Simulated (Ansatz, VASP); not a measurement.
**AlN: VASP beside Ansatz**

The input INCAR:

```
PREC     = Accurate       # precision mode
ENCUT    = 520            # plane-wave cutoff, eV
EDIFF    = 1E-6           # SCF threshold, eV
ISMEAR   = 0              # smearing method
SIGMA    = 0.02           # smearing width, eV
LREAL    = F              # projectors in reciprocal space
LASPH    = T              # aspherical terms in the spheres
NELM     = 100            # most SCF steps
ALGO     = Normal         # electronic algorithm
ISIF     = 2              # what is computed and relaxed
LWAVE    = F              # write WAVECAR
LCHARG   = T              # write CHGCAR
GGA      = PE             # functional
LELF     = T              # ELF
LVHAR    = T            
NBANDS   = 16             # bands
```

The input KPOINTS:

```
regular mesh
0
Gamma
  9 9 6
```

Contents of POSCAR:

```
AlN
1.0
    3.3704421000      0.0000000000      0.0000000000
   -1.6852210500      2.9188884806      0.0000000000
    0.0000000000      0.0000000000      4.2613059844
Al N
2 2
Direct
    0.3333333300      0.6666666700      0.7500000000
    0.6666666700      0.3333333300      0.2500000000
    0.3333333300      0.6666666700      0.2500000000
    0.6666666700      0.3333333300      0.7500000000
```

Input for Ansatz:

```yaml
crystal:
  lattice:
    - [3.3704421, 0.0, 0.0]
    - [-1.68522105, 2.9188884806, 0.0]
    - [0.0, 0.0, 4.2613059844]
  atoms:
    - { symbol: Al, position: [0.33333333, 0.66666667, 0.75] }
    - { symbol: Al, position: [0.66666667, 0.33333333, 0.25] }
    - { symbol: "N", position: [0.33333333, 0.66666667, 0.25] }
    - { symbol: "N", position: [0.66666667, 0.33333333, 0.75] }
basis:
  ecutwfc: 420
kpoints:
  mp_grid: { grid: [9, 9, 6] }
hamiltonian:
  xc: pbe
scf:
  occupations: { method: gaussian, width: 0.02 }
output:
  forces: true
  stress: true
  eigenvalues: true
  populations: true
```

Alike in both runs: task single point; functional PBE; k mesh 9 × 9 × 6; occupations gaussian, width 0.02 eV; no spin polarisation.

|  | VASP | Ansatz |
| --- | --- | --- |
| version | VASP 6.6.1 | Ansatz 0.2.0 |
| potentials or method | VASP PAW PBE potentials, release 64 (Al, N), cutoff 520 eV | scalar-relativistic, plane waves, PAW |
| valence electrons in the cell | 16 | 16 |

|  | VASP | Ansatz | Ansatz less VASP |
| --- | --- | --- | --- |
| gap on the k mesh at the Fermi level (eV) | 2.87 | 2.87 | -0.008 |
| least direct gap on the mesh (eV) | 2.87 | 2.87 | -0.008 |
| pressure (GPa) | -9.8 | -9.6 | +0.22 |
| traceless stress, the component that is largest in VASP (GPa) | 1.34 | 1.20 | -0.137 |

With one functional, cell and mesh, what is left measures potentials, basis and numerics.
